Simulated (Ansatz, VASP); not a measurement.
# One calculation of CoW3, two programs

INCAR

```
SYSTEM = CoW3
PREC = Accurate
ENCUT = 520
EDIFF = 1E-6
ISMEAR = 0
SIGMA = 0.15
LREAL = .False.
LASPH = .True.
NELM = 100
ALGO = Fast
ISIF = 2
LWAVE = .False.
LCHARG = .False.
GGA = PS
NBANDS = 34
```

The input KPOINTS:

```
regular mesh
0
Gamma
  12 12 12
  0 0 0
```

File POSCAR:

```
CoW3
1.0
    3.8582449849      0.0000000000      0.0000000000
    0.0000000000      3.8582449849      0.0000000000
    0.0000000000      0.0000000000      3.8582449849
Co W
1 3
Direct
    0.0000000000      0.0000000000      0.0000000000
    0.0000000000      0.5000000000      0.5466533361
    0.5000000000      0.0000000000      0.5000000000
    0.5000000000      0.5000000000      0.0000000000
```

Input for Ansatz:

```yaml
crystal:
  lattice:
    - [3.8582449849, 0.0, 0.0]
    - [0.0, 3.8582449849, 0.0]
    - [0.0, 0.0, 3.8582449849]
  atoms:
    - { symbol: Co, position: [0.0, 0.0, 0.0] }
    - { symbol: W, position: [0.0, 0.5, 0.5466533361] }
    - { symbol: W, position: [0.5, 0.0, 0.5] }
    - { symbol: W, position: [0.5, 0.5, 0.0] }
basis:
  ecutwfc: 420
kpoints:
  mp_grid: { grid: [12, 12, 12] }
hamiltonian:
  xc: pbesol
scf:
  occupations: { method: gaussian, width: 0.15 }
output:
  forces: true
  stress: true
  eigenvalues: true
```

Alike in both runs: task single point; functional PBEsol; k mesh 12 × 12 × 12; occupations gaussian, width 0.15 eV; no spin polarisation.

|  | VASP | Ansatz |
| --- | --- | --- |
| version | VASP 6.6.1 | Ansatz 0.2.0 |
| potentials or method | VASP PAW PBE potentials, release 64 (Co, W_sv), cutoff 520 eV | scalar-relativistic, plane waves, PAW |
| valence electrons in the cell | 51 | 59 |

|  | VASP | Ansatz | Ansatz less VASP |
| --- | --- | --- | --- |
| gap on the k mesh at the Fermi level (eV) | none | none | - |
| pressure (GPa) | 2.8 | 2.1 | -0.74 |
| traceless stress, the component that is largest in VASP (GPa) | 1.48 | 1.45 | -0.029 |
| rms of the force components (eV/Å) | 0.902 | 0.895 | -0.0071 |

VASP's potentials were made for PBE, not for PBEsol. Atom by atom the forces differ by 0.008 eV/Å (rms over components). A gap of «none» marks a metal or a gap that the smearing closes. The functional is the same, so the differences come from potentials, cutoffs and numerics. VASP's potentials hold 51 valence electrons a cell and Ansatz's 59, so a difference there can come from the potentials and not from the codes.

Spin-orbit coupling is off throughout.
